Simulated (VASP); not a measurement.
Wanted: the native input for a VASP 6.6.1 run.

```yaml
Task: single point
Functional: PBEsol
Potentials_or_basis: VASP PAW PBE potentials, release 64 (Al, Ga_d, N)
Cutoff: 520 eV
k_mesh: 6 × 6 × 6
Occupations: gaussian, width 0.02 eV
Spin: no spin polarisation
Dipole_correction: no
Further_INCAR_settings: ALGO = Normal; EDIFF = 1e-06; NBANDS = 31
```

The structure of Al3GaN4 lies in POSCAR:

```
Al3GaN4
1.0
    4.3921786169      0.0000000000      0.0000000000
    0.0000000000      4.3921786169      0.0000000000
    0.0000000000      0.0000000000      4.3921786169
Al Ga N
3 1 4
Direct
    0.5000000000      0.5000000000      0.0000000000
    0.5000000000      0.0000000000      0.5000000000
    0.0000000000      0.5000000000      0.5000000000
    0.0000000000      0.0000000000      0.0000000000
    0.7446859999      0.7446859999      0.2553140001
    0.7446859999      0.2553140001      0.7446859999
    0.2553140001      0.7446859999      0.7446859999
    0.2553140001      0.2553140001      0.2553140001
```

One way to write it, as run:

INCAR

```
SYSTEM = Al3GaN4
  ALGO = Normal
  EDIFF = 1E-6
  ENCUT = 520
  GGA = PS
  ISIF = 2
  ISMEAR = 0
  LASPH = .True.
  LCHARG = .True.
  LELF = .True.
  LREAL = .False.
  LVHAR = .True.
  LWAVE = .False.
  NBANDS = 31
  NELM = 100
  PREC = Accurate
  SIGMA = 0.02
```

KPOINTS

```
k-points
0
Gamma
  6 6 6
  0 0 0
```

Potentials or basis: VASP PAW PBE potentials, release 64 (Al, Ga_d, N).

Run with:

```bash
$ cat potpaw_PBE.64/Al/POTCAR potpaw_PBE.64/Ga_d/POTCAR potpaw_PBE.64/N/POTCAR > POTCAR
$ mpirun -np 1 vasp_std > vasp.out
```

It gave:

```yaml
Pressure: 2.0 GPa
Largest_force: 0.012 eV/Å
Band_gap_on_the_k_mesh: 3.32 eV
```

Caveat: the PAW data sets were made with another functional, which shifts forces and pressure a little.

Wall time 89 s on 1 thread of Intel Xeon 8259CL, on a shared host, peak memory 0.23 GiB.
